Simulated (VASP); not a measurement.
# Al3B2As (P-62m) in VASP: notebook

Al3B2As is run at these levels: PBE; tasks: single point, relaxation of cell and atoms.

Program: VASP 6.6.1. These are calculated values, not measurements. Logs are shortened: lines on timing, memory, paths and dates and some standing lists are left out, and cuts for length are marked.

### 1 The cell of the first run

The structure is hexagonal, space group P-62m (No. 189). Conventional cell: a = 6.571 Å, b = 6.571 Å, c = 2.751 Å, α = 90.00°, β = 90.00°, γ = 120.00°. Al (site symmetry m2m) has 2 B at 2.08 Å and 2 Al at 2.75 Å and 2 As at 2.78 Å within 2.8 Å. Within 2.8 Å of B (site symmetry -6) lie 3 Al at 2.08 Å and 2 B at 2.75 Å. Within 3.6 Å of As (site symmetry -62m) lie 2 As at 2.75 Å and 6 Al at 2.78 Å.

The cell was built from a structure type or drawn by symmetry, and may not be a known phase.

### 2 Single point, PBE

INCAR reads:

```
ALGO = Normal
EDIFF = 1E-6
ENCUT = 520
GGA = PE
ISIF = 2
ISMEAR = 0
LASPH = T
LCHARG = F
LREAL = F
LWAVE = F
NBANDS = 19
NELM = 80
PREC = Accurate
SIGMA = 0.1
```

KPOINTS reads:

```
k-points
0
Gamma
  3 3 6
```

POSCAR reads:

```
Al3B2As
1.0
    6.5710606169      0.0000000000      0.0000000000
   -3.2855303085      5.6907054240      0.0000000000
    0.0000000000      0.0000000000      2.7508205809
Al B As
3 2 1
Direct
    0.6315101276      0.0000000000      0.5000000000
    0.0000000000      0.6315101276      0.5000000000
    0.3684898724      0.3684898724      0.5000000000
    0.3333333333      0.6666666667      0.5000000000
    0.6666666667      0.3333333333      0.5000000000
    0.0000000000      0.0000000000      0.0000000000
```

Potentials or basis: VASP PAW PBE potentials, release 64 (Al, B, As).

The run is started by

```sh
> cat potpaw_PBE.64/Al/POTCAR potpaw_PBE.64/B/POTCAR potpaw_PBE.64/As/POTCAR > POTCAR
> mpirun -np 1 vasp_std > vasp.out
```

OUTCAR:

```text
EDIFF = 1E-6
   ENCUT = 520
   GGA = PE
   ISIF = 2
   ISMEAR = 0
   LASPH = T
   LREAL = F
   NELM = 80
   PREC = Accurate

 ion  position               nearest neighbor table
   1  0.632  0.000  0.500-   5 2.08   4 2.08   6 2.78   6 2.78
   2  0.000  0.632  0.500-   4 2.08   5 2.08   6 2.78   6 2.78
   3  0.368  0.368  0.500-   4 2.08   5 2.08   6 2.78   6 2.78
   4  0.333  0.667  0.500-   2 2.08   1 2.08   3 2.08
   5  0.667  0.333  0.500-   1 2.08   2 2.08   3 2.08
   6  0.000  0.000  0.000-   3 2.78   3 2.78   2 2.78   2 2.78   1 2.78   1 2.78

  LATTYP: Found a hexagonal cell.
 ALAT       =     6.5710606169
 C/A-ratio  =     0.4186265721

  Lattice vectors:

 A1 = (   6.5710606169,   0.0000000000,   0.0000000000)
 A2 = (  -3.2855303085,   5.6907054240,   0.0000000000)
 A3 = (   0.0000000000,   0.0000000000,   2.7508205809)

Analysis of symmetry for initial positions (statically):
=====================================================================
 Subroutine PRICEL returns:
 Original cell was already a primitive cell.

 Routine SETGRP: Setting up the symmetry group for a
 hexagonal supercell.

 Subroutine GETGRP returns: Found 12 space group operations
 (whereof 12 operations were pure point group operations)
 out of a pool of 24 trial point group operations.

The static configuration has the point symmetry D_3h.

Analysis of symmetry for dynamics (positions and initial velocities):
=====================================================================
 Subroutine PRICEL returns:
 Original cell was already a primitive cell.

 Routine SETGRP: Setting up the symmetry group for a
 hexagonal supercell.

 Subroutine GETGRP returns: Found 12 space group operations
 (whereof 12 operations were pure point group operations)
 out of a pool of 24 trial point group operations.

The dynamic configuration has the point symmetry D_3h.

 Subroutine INISYM returns: Found 12 space group operations
 (whereof 12 operations are pure point group operations),
 and found     1 'primitive' translations

----------------------------------------------------------------------------------------

                                     Primitive cell

[... 83 lines left out ...]
   ENCUT  =  520.0 eV  38.22 Ry    6.18 a.u.  12.22 12.22  5.11*2*pi/ulx,y,z
   NELM   =     80;   NELMIN=  2; NELMDL= -5     # of ELM steps
   EDIFF  = 0.1E-05   stopping-criterion for ELM
   LREAL  =      F    real-space projection
   EDIFFG = 0.1E-04   stopping-criterion for IOM
   NSW    =      0    number of steps for IOM
   IBRION =     -1    ionic relax: 0-MD 1-quasi-New 2-CG
   NFREE  =      0    steps in history (QN), initial steepest desc. (CG)
   ISIF   =      2    stress and relaxation
   ISYM   =      2    0-nonsym 1-usesym 2-fastsym
   POTIM  = 0.5000    time-step for ionic-motion
   TEBEG  =    0.0;   TEEND  =   0.0 temperature during run
   PSTRESS=    0.0 pullay stress
   NELECT =      20.0000    total number of electrons
   NUPDOWN=      -1.0000    fix difference up-down
   EMIN   =  10.00;   EMAX   =-10.00  energy-range for DOS
   EFERMI =   0.00;   METHOD = LEGACY
   ISMEAR =     0;   SIGMA  =   0.10  broadening in eV -4-tet -1-fermi 0-gaus
   EFERMI_NEDOS =   21; number of points for ismear=-14 and -15
   IALGO  =     38    algorithm
   IMIX   =      4    mixing-type and parameters
     AMIX     =   0.40;   BMIX     =  1.00
     AMIX_MAG =   1.60;   BMIX_MAG =  1.00
  volume/ion in A,a.u.               =      17.14       115.69
  Fermi-wavevector in a.u.,A,eV,Ry     =   0.948412  1.792238 12.238232  0.899485
  Thomas-Fermi vector in A             =   2.076598
   LORBIT       =      0    0 simple, 1 ext, 2 COOP (PROOUT), +10 PAW based schemes
   GGA     = PE    functional components
   LHFCALC =     F    Hartree Fock is set to
   AEXX    =    0.0000 exact exchange contribution
   IVDW    =     0    specifies the selected vdW correction
   LEPSILON=     F    determine dielectric tensor
   LRPA    =     F    only Hartree local field effects (RPA)
 non-spin polarized calculation
 Gauss-broadening in eV      SIGMA  =   0.10
  energy-cutoff  :      520.00
  volume of cell :      102.86
 maximum number of plane-waves:      2788
 NGX is ok and might be reduce to    50
   NGX = 25   NGY = 25   NGZ = 11

 number of electron      19.9999999 magnetization

 Free energy of the ion-electron system (eV)
  ---------------------------------------------------
  ext. energy  EPLUGINS =         0.00000000
  ---------------------------------------------------
  free energy    TOTEN  =       -25.67465480 eV

  energy without entropy =      -25.65746135  energy(sigma->0) =      -25.66605808

 E-fermi :   4.6422     XC(G=0):  -9.5675

 val. band max:        4.6110551200   @ k =   0.3333   0.0000   0.5000
 cond. band min:       4.7264638501   @ k =   0.3333   0.0000   0.3333
 fundamental gap:      0.1154087301
 Fermi energy:         4.6422159635

 k-point     1 :       0.0000    0.0000    0.0000
  band No.  band energies     occupation
      1      -8.2985      2.00000
      2      -4.1961      2.00000
      3      -2.3415      2.00000
      4      -1.8657      2.00000
      5      -1.8657      2.00000
      6       0.3589      2.00000
[... 241 lines left out ...]
      6       1.1164      2.00000
[... 11 lines left out ...]
     18      10.1344      0.00000
     19      11.3205      0.00000

------------------------ aborting loop because EDIFF is reached ----------------------------------------

  FORCE on cell =-STRESS in cart. coord.  units (eV):
  Direction    XX          YY          ZZ          XY          YZ          ZX
  --------------------------------------------------------------------------------------
  -------------------------------------------------------------------------------------
  Total        0.0081994      0.0081994     -0.0248084     -0.0000000      0.0000000      0.0000000
  in kB        0.1277116      0.1277116     -0.3864072     -0.0000000      0.0000000      0.0000000
  external PRESSURE =      -0.0436614 kB  Pullay stress =       0.0000000 kB

 VOLUME and BASIS-vectors are now :
 -----------------------------------------------------------------------------
  energy-cutoff  :      520.00
  volume of cell :      102.86
      direct lattice vectors                 reciprocal lattice vectors
     6.571060617  0.000000000  0.000000000     0.152182434  0.087862569  0.000000000
    -3.285530308  5.690705424  0.000000000     0.000000000  0.175725139  0.000000000
     0.000000000  0.000000000  2.750820581     0.000000000  0.000000000  0.363527889

 POSITION                                       TOTAL-FORCE (eV/Angst)
 -----------------------------------------------------------------------------------
      4.14969      0.00000      1.37541        -0.001268      0.000000     -0.000000
     -2.07485      3.59374      1.37541         0.000634     -0.001098      0.000000
      1.21068      2.09697      1.37541         0.000634      0.001098      0.000000
     -0.00000      3.79380      1.37541        -0.000000     -0.000000      0.000000
      3.28553      1.89690      1.37541        -0.000000     -0.000000      0.000000
      0.00000      0.00000      0.00000        -0.000000      0.000000      0.000000
 -----------------------------------------------------------------------------------
    total drift:                                0.000000      0.000001      0.000000

  FREE ENERGIE OF THE ION-ELECTRON SYSTEM (eV)
  ---------------------------------------------------
  free  energy   TOTEN  =       -25.6746548029 eV

  energy  without entropy=      -25.6574613515  energy(sigma->0) =      -25.66605808
```

OSZICAR:

```text
N       E                     dE             d eps       ncg     rms          rms(c)
DAV:   1     0.268856290860E+02    0.26886E+02   -0.75543E+03   456   0.862E+02
DAV:   2    -0.256958070603E+02   -0.52581E+02   -0.49839E+02   614   0.122E+02
DAV:   3    -0.284308183484E+02   -0.27350E+01   -0.26704E+01   551   0.249E+01
DAV:   4    -0.284610101614E+02   -0.30192E-01   -0.30129E-01   573   0.305E+00
DAV:   5    -0.284615443431E+02   -0.53418E-03   -0.53417E-03   533   0.439E-01    0.799E+00
DAV:   6    -0.256609857880E+02    0.28006E+01   -0.14566E+01   531   0.143E+01    0.278E+00
DAV:   7    -0.256951033468E+02   -0.34118E-01   -0.14586E+00   492   0.551E+00    0.181E+00
DAV:   8    -0.256760036190E+02    0.19100E-01   -0.13767E-01   535   0.179E+00    0.661E-01
DAV:   9    -0.256743042650E+02    0.16994E-02   -0.23481E-02   552   0.837E-01    0.149E-01
DAV:  10    -0.256746489401E+02   -0.34468E-03   -0.36815E-03   548   0.276E-01    0.563E-02
DAV:  11    -0.256746261159E+02    0.22824E-04   -0.42739E-04   521   0.109E-01    0.298E-02
DAV:  12    -0.256746524803E+02   -0.26364E-04   -0.93500E-05   520   0.476E-02    0.877E-03
DAV:  13    -0.256746541357E+02   -0.16554E-05   -0.89312E-06   544   0.155E-02    0.289E-03
DAV:  14    -0.256746548029E+02   -0.66719E-06   -0.12943E-06   345   0.569E-03
   1 F= -.25674655E+02 E0= -.25666058E+02  d E =-.171935E-01
```

stdout:

```text
POSCAR found type information on POSCAR AlB As
 POSCAR found :  3 types and       6 ions
 scaLAPACK will be used
 LDA part: xc-table for (Slater+PW92), standard interpolation
 POSCAR, INCAR and KPOINTS ok, starting setup
 FFT: planning ... GRIDC
 FFT: planning ... GRID_SOFT
 FFT: planning ... GRID
 WAVECAR not read
 entering main loop
```

It took 43 s on 1 thread of AMD EPYC 7R13, shared host; peak memory 0.18 GiB.

Results:

- Free energy: -25.6747 eV
- Pressure: 0.0 GPa
- Band gap on the k mesh: zero (bands 10 and 11 overlap by 2.68 eV)

Caveat: the k points lie up to 0.38 Å⁻¹ apart, too coarse for converged energies and pressures of a metal.

### 3 Single point, PBE

This run uses another cell than the first one, of 15.04 Å³/atom.

INCAR reads:

```
SYSTEM = Al3B2As
PREC = Accurate
ENCUT = 520
EDIFF = 1E-6
ISMEAR = 0
SIGMA = 0.1
LREAL = .False.
LASPH = .True.
NELM = 60
ALGO = Normal
ISIF = 2
LWAVE = .False.
LCHARG = .True.
GGA = PE
LELF = .True.
LVHAR = .True.
NBANDS = 19
```

KPOINTS reads:

```
Automatic mesh
0
Gamma
  6 6 4
  0 0 0
```

POSCAR reads:

```
Al3B2As
1.0
    4.8584535800      0.0000000000      0.0000000000
   -2.4292267900      4.2075442200      0.0000000000
    0.0000000000      0.0000000000      4.4148375800
Al B As
3 2 1
Direct
    0.7696222000      0.0000000000      0.5000000000
    0.0000000000      0.7696222000      0.5000000000
    0.2303778000      0.2303778000      0.5000000000
    0.3333333300      0.6666666700      0.5000000000
    0.6666666700      0.3333333300      0.5000000000
    0.0000000000      0.0000000000      0.0000000000
```

Potentials or basis: VASP PAW PBE potentials, release 64 (Al, B, As).

The run is started by

```sh
> cat potpaw_PBE.64/Al/POTCAR potpaw_PBE.64/B/POTCAR potpaw_PBE.64/As/POTCAR > POTCAR
> mpirun -np 1 vasp_std > vasp.out
```

OUTCAR:

```text
SYSTEM = Al3B2As
   PREC = Accurate
   ENCUT = 520
   EDIFF = 1E-6
   ISMEAR = 0
   LREAL = .False.
   LASPH = .True.
   NELM = 60
   ISIF = 2
   GGA = PE

 ion  position               nearest neighbor table
   1  0.770  0.000  0.500-   5 1.92   4 1.92   2 1.94   3 1.94   6 2.47   6 2.47   2 3.32   3 3.32
                             3 3.32   2 3.32
   2  0.000  0.770  0.500-   4 1.92   5 1.92   3 1.94   1 1.94   6 2.47   6 2.47   1 3.32   3 3.32
                             3 3.32   1 3.32
   3  0.230  0.230  0.500-   4 1.92   5 1.92   2 1.94   1 1.94   6 2.47   6 2.47   1 3.32   2 3.32
                             2 3.32   1 3.32
   4  0.333  0.667  0.500-   2 1.92   1 1.92   3 1.92
   5  0.667  0.333  0.500-   1 1.92   2 1.92   3 1.92
[... 665 lines left out ...]
  Total       44.7223609     44.7223608     12.3291930      0.0000000     -0.0000000      0.0000000
  in kB      793.9512320    793.9512308    218.8788294      0.0000000     -0.0000000      0.0000000
  external PRESSURE =     602.2604307 kB  Pullay stress =       0.0000000 kB

 VOLUME and BASIS-vectors are now :
 -----------------------------------------------------------------------------
  energy-cutoff  :      520.00
  volume of cell :       90.25
      direct lattice vectors                 reciprocal lattice vectors
     4.858453580  0.000000000  0.000000000     0.205826810  0.118834164  0.000000000
    -2.429226790  4.207544220  0.000000000     0.000000000  0.237668328  0.000000000
     0.000000000  0.000000000  4.414837580     0.000000000  0.000000000  0.226508899

 POSITION                                       TOTAL-FORCE (eV/Angst)
 -----------------------------------------------------------------------------------
      3.73917      0.00000      2.20742       -12.835540      0.000000      0.000000
     -1.86959      3.23822      2.20742         6.417770    -11.115904      0.000000
      0.55964      0.96932      2.20742         6.417770     11.115904     -0.000000
     -0.00000      2.80503      2.20742        -0.000000      0.000000      0.000000
      2.42923      1.40251      2.20742        -0.000000      0.000000      0.000000
      0.00000      0.00000      0.00000        -0.000000      0.000000      0.000000
 -----------------------------------------------------------------------------------
    total drift:                                0.000000      0.000000      0.000000

  FREE ENERGIE OF THE ION-ELECTRON SYSTEM (eV)
  ---------------------------------------------------
  free  energy   TOTEN  =       -13.7251612051 eV

  energy  without entropy=      -13.7060726266  energy(sigma->0) =      -13.71561692
```

Run time: 53 s. Hardware: 1 thread of AMD EPYC 7R13, shared host; peak memory 0.19 GiB.

Results:

```yaml
Free_energy: -13.7252 eV
Pressure: 60.2 GPa
Largest_force: 12.836 eV/Å
Band_gap_on_the_k_mesh: zero (bands 10 and 11 overlap by 3.01 eV)
```

Forces on the atoms (eV/Å):
```
Al  -12.836   0.000   0.000
Al    6.418 -11.116   0.000
Al    6.418  11.116   0.000
B     0.000   0.000   0.000
B     0.000   0.000   0.000
As    0.000   0.000   0.000
```

Levels at points of the mesh, in eV from the Fermi level:
```tsv
k point	band 8	band 9	band 10	band 11	band 12	band 13
(0.00, 0.00, 0.00)	-3.72	-3.65	0.16	1.30	1.30	2.44
(0.50, 0.00, 0.00)	-0.95	-0.85	-0.43	0.49	0.79	0.99
(0.00, 0.00, 0.50)	-2.72	-1.78	-1.78	-1.49	1.73	3.12
(0.50, 0.00, 0.50)	-1.09	-0.26	0.45	0.77	2.24	2.75
```

Caveat: the cell stands under pressure; forces of over 1 eV/Å act on the atoms, so gaps and moduli don't describe the material at rest.

### 4 Single point, PBE

This run uses another cell than the first one, of 17.28 Å³/atom.

INCAR reads:

```
PREC = Accurate
ENCUT = 520
EDIFF = 1E-6
ISMEAR = 0
SIGMA = 0.1
LREAL = F
LASPH = T
NELM = 100
ALGO = Normal
ISIF = 2
LWAVE = F
LCHARG = T
GGA = PE
LELF = T
LVHAR = T
NBANDS = 19
```

KPOINTS reads:

```
regular mesh
0
Gamma
  6 6 4
```

POSCAR reads:

```
Al3B2As
1.0
    6.4779746463      0.0000000000      0.0000000000
   -3.2389873232      5.6100906088      0.0000000000
    0.0000000000      0.0000000000      2.8525750803
Al B As
3 2 1
Direct
    0.6549456108      0.0000000000      0.5000000000
    0.0000000000      0.6549456108      0.5000000000
    0.3450543892      0.3450543892      0.5000000000
    0.3333333333      0.6666666667      0.5000000000
    0.6666666667      0.3333333333      0.5000000000
    0.0000000000      0.0000000000      0.0000000000
```

The run is started by

```sh
> cat potpaw_PBE.64/Al/POTCAR potpaw_PBE.64/B/POTCAR potpaw_PBE.64/As/POTCAR > POTCAR
> mpirun -np 1 vasp_std > vasp.out
```

Wall time 57 s (1 thread of AMD EPYC 7R13, shared host); peak memory 0.21 GiB.

It converged, with:

```yaml
Free_energy: -25.9837 eV
Pressure: 0.0 GPa
Largest_force: 0.019 eV/Å
Band_gap_on_the_k_mesh: zero (bands 10 and 11 overlap by 3.43 eV)
```

Forces on the atoms (eV/Å):
```
Al  -0.019  0.000  0.000
Al   0.009 -0.016  0.000
Al   0.009  0.016  0.000
B    0.000  0.000  0.000
B    0.000  0.000  0.000
As   0.000  0.000  0.000
```

Stress tensor (GPa, compression positive):
```
-0.07  0.00  0.00
 0.00 -0.07  0.00
 0.00  0.00  0.07
```

Levels at points of the mesh, in eV from the Fermi level:
```tsv
k point	band 6	band 7	band 8	band 9	band 10	band 11	band 12	band 13	band 14	band 15
(0.00, 0.00, 0.00)	-4.03	-4.03	-0.36	-0.36	1.98	3.74	4.59	4.59	5.07	5.40
(0.50, 0.00, 0.00)	-3.84	-2.33	-1.82	-1.55	1.59	3.52	3.54	3.95	4.73	4.89
(0.00, 0.00, 0.50)	-2.55	-2.55	-2.21	-2.21	-1.11	-0.76	-0.76	1.72	1.72	2.90
(0.50, 0.00, 0.50)	-2.91	-2.53	-1.76	-0.94	-0.33	-0.32	0.31	1.34	2.20	2.20
```

Caveat: the k points lie up to 0.55 Å⁻¹ apart, too coarse for converged energies and pressures of a metal.

### 5 Relaxation of cell and atoms, PBE

This run uses another cell than the first one, of 17.28 Å³/atom.

INCAR reads:

```
SYSTEM = Al3B2As
ALGO     = Normal         ! electronic algorithm
EDIFF    = 1E-7           ! SCF threshold, eV
EDIFFG   = -0.04          ! ionic threshold
ENCUT    = 600            ! plane-wave cutoff, eV
GGA      = PE             ! functional
IBRION   = 2              ! ionic algorithm
ISIF     = 3              ! what is computed and relaxed
ISMEAR   = 0              ! smearing method
LASPH    = .True.         ! aspherical terms in the spheres
LCHARG   = .False.        ! write CHGCAR
LREAL    = .False.        ! projectors in reciprocal space
LWAVE    = .False.        ! write WAVECAR
NELM     = 80             ! most SCF steps
NSW      = 90             ! ionic steps
PREC     = Accurate       ! precision mode
SIGMA    = 0.1            ! smearing width, eV
```

KPOINTS reads:

```
k-points
0
Gamma
  3 3 6
  0 0 0
```

POSCAR is that of step 4.

The run is started by

```sh
> cat potpaw_PBE.64/Al/POTCAR potpaw_PBE.64/B/POTCAR potpaw_PBE.64/As/POTCAR > POTCAR
> mpirun -np 1 vasp_std > vasp.out
```

It took 6.2 min on 1 thread of AMD EPYC 7R13, shared host; peak memory 0.24 GiB.

Results (log left out):

```
Free energy                           : -25.6757 eV
Relaxed volume                        : 17.12 Å³/atom
Relaxed cell                          : a = 6.570 Å, b = 6.570 Å, c = 2.748 Å, α = 90.00°, β = 90.00°, γ = 120.00°
Space group after relaxing (to 0.1 Å) : P-62m (No. 189)
Energy gained by relaxing             : 41.8 meV/atom
Ionic steps                           : 13
Pressure after relaxing               : 0.1 GPa
Largest force after relaxing          : 0.028 eV/Å
Band gap on the k mesh                : zero (bands 10 and 11 overlap by 2.67 eV)
```

Forces on the atoms (eV/Å):
```
Al   0.028  0.000  0.000
Al  -0.014  0.025  0.000
Al  -0.014 -0.025  0.000
B    0.000  0.000  0.000
B    0.000  0.000  0.000
As   0.000  0.000  0.000
```

Step by step:
```csv
step,energy change (eV),largest force (eV/Å),pressure (GPa),volume (Å³)
1,0.0000,0.6184,0.05,103.67
2,-0.0474,0.4579,0.19,103.74
3,-0.0805,0.1924,0.60,103.87
4,-0.1125,0.2151,0.18,104.19
5,-0.1965,0.0096,-0.76,105.14
6,-0.1419,0.5189,-1.81,106.96
7,-0.2105,0.2139,-1.18,105.75
8,-0.2345,0.1955,-0.82,104.68
9,-0.2420,0.1786,-0.45,103.77
10,-0.2421,0.1772,-0.42,103.70
11,-0.2461,0.1502,-0.08,103.19
12,-0.2486,0.1059,0.46,102.42
13,-0.2509,0.0284,0.12,102.73
```

Final structure:
```
CELL_PARAMETERS angstrom
6.57006 0.00000 0.00000
-3.28503 5.68984 0.00000
0.00000 0.00000 2.74801
ATOMIC_POSITIONS crystal
Al 0.63095 0.00000 0.50000
Al 0.00000 0.63095 0.50000
Al 0.36905 0.36905 0.50000
B 0.33333 0.66667 0.50000
B 0.66667 0.33333 0.50000
As 0.00000 0.00000 0.00000
```

Levels at points of the mesh, in eV from the Fermi level:
```
           k point  band 6  band 7  band 8  band 9  band 10  band 11  band 12  band 13
(0.00, 0.00, 0.00)   -4.29   -4.29   -0.70   -0.70     1.27     4.26     4.26     5.13
(0.00, 0.00, 0.50)   -2.30   -2.30   -2.06   -2.06    -1.31    -0.60    -0.60     1.35
```

Caveat: the k points lie up to 0.38 Å⁻¹ apart in the final cell, too coarse for converged energies and pressures of a metal.

(Continued in part 2 of 2.)
